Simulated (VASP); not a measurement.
Input of a VASP 6.6.1 run:

INCAR

```
PREC = Accurate ; ENCUT = 520
EDIFF = 1E-6 ; ISMEAR = -1
SIGMA = 0.01 ; LREAL = F
LASPH = T ; NELM = 150
ALGO = Normal ; ISIF = 2
LWAVE = F ; LCHARG = F
ISPIN = 2 ; MAGMOM = 0.01
LORBIT = 11 ; GGA = PE
NBANDS = 16 ; ISYM = 0
```

KPOINTS

```
regular mesh
0
Gamma
  1 1 1
```

POSCAR

```
Zn
1.0
   14.0000000000      0.0000000000      0.0000000000
    0.0000000000     14.4000000000      0.0000000000
    0.0000000000      0.0000000000     14.8000000000
Zn
1
Direct
    0.5000000000      0.5000000000      0.5000000000
```

Potentials or basis: VASP PAW PBE potentials, release 64 (Zn).

Run with:

```bash
$ cat potpaw_PBE.64/Zn/POTCAR > POTCAR
$ mpirun -np 1 vasp_gam > vasp.out
```

Task: Predict the band gap on the k mesh.

Result: 4.87 eV.

Task: Estimate the pressure.

Result: 0.0 GPa.

Task: Estimate the net moment.

Result: 0.00 μB per cell.
